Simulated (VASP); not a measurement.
Pb2S3: relaxation of cell and atoms with PBEsol

The system is Pb2S3.

```xyz
5
Lattice="5.1636 0.0000 0.0000 0.0000 5.1636 0.0000 0.0000 0.0000 5.1636" Properties=species:S:1:pos:R:3 pbc="T T T"
Pb    0.0000    0.0000    0.0000
Pb    2.5818    2.5818    2.5818
S     2.5818    2.5818    0.0000
S     2.5818    0.0000    2.5818
S     0.0000    2.5818    2.5818
```

- Program: VASP 6.6.1
- Task: relaxation of cell and atoms
- Functional: PBEsol
- Potentials or basis: VASP PAW PBE potentials, release 64 (Pb_d, S)
- Cutoff: 600 eV
- k mesh: 4 × 4 × 4
- Occupations: fermi-dirac, width 0.03 eV
- Spin: no spin polarisation
- Dipole correction: no
- Further INCAR settings: ALGO = Normal; EDIFF = 1e-06; IBRION = 2; EDIFFG = -0.01; NSW = 100; ISIF = 3

```yaml
Relaxed_volume: 26.41 Å³/atom
Relaxed_cell: a = 5.092 Å, b = 5.092 Å, c = 5.092 Å, α = 90.00°, β = 90.00°, γ = 90.00°
Space_group_after_relaxing_to_0.05_Å: Pm-3m (No. 221)
Energy_gained_by_relaxing: 7.6 meV/atom
Ionic_steps: 3
Pressure_after_relaxing: 0.0 GPa
Band_gap_on_the_k_mesh: zero (band 23 reaches 4.45 eV, above the bottom of band 24 at 3.35 eV)
```

Step by step:
| step | energy change (eV) | largest force (eV/Å) | pressure (GPa) | volume (Å³) |
| --- | --- | --- | --- | --- |
| 1 | 0.0000 | 0.0000 | -2.09 | 137.67 |
| 2 | -0.0355 | 0.0000 | 0.62 | 130.63 |
| 3 | -0.0382 | 0.0000 | 0.00 | 132.04 |

Final structure:
```yaml
crystal:
  lattice:
    - [5.09222, 0.00000, 0.00000]
    - [0.00000, 5.09222, 0.00000]
    - [0.00000, 0.00000, 5.09222]
  atoms:
    - { symbol: Pb, position: [0.00000, 0.00000, 0.00000] }
    - { symbol: Pb, position: [0.50000, 0.50000, 0.50000] }
    - { symbol: S, position: [0.50000, 0.50000, 0.00000] }
    - { symbol: S, position: [0.50000, 0.00000, 0.50000] }
    - { symbol: S, position: [0.00000, 0.50000, 0.50000] }
```

Levels at points of the mesh, in eV from the Fermi level:
| k point | band 19 | band 20 | band 21 | band 22 | band 23 | band 24 | band 25 | band 26 | band 27 |
| --- | --- | --- | --- | --- | --- | --- | --- | --- | --- |
| (0.00, 0.00, 0.00) | -1.20 | -1.20 | -1.20 | -0.90 | -0.90 | -0.90 | 3.33 | 3.33 | 3.33 |
| (0.50, 0.00, 0.00) | -1.75 | -1.42 | -1.26 | -0.80 | -0.80 | 0.60 | 1.89 | 2.51 | 2.51 |
| (0.50, 0.50, 0.00) | -2.01 | -1.33 | -1.33 | -0.38 | 0.19 | 1.32 | 2.46 | 2.46 | 2.89 |
| (0.50, 0.50, 0.50) | -0.36 | -0.36 | 0.20 | 0.20 | 0.20 | 3.20 | 3.20 | 3.20 | 3.51 |

It took 99 s on 1 thread of Intel(R) Xeon(R) Platinum 8488C (Sapphire Rapids), with other jobs on the host, peak memory 0.28 GiB.

Caveat: the PAW data sets were made with another functional, which shifts forces and pressure a little; spin-orbit coupling is left out, which moves the levels of the heavy elements.
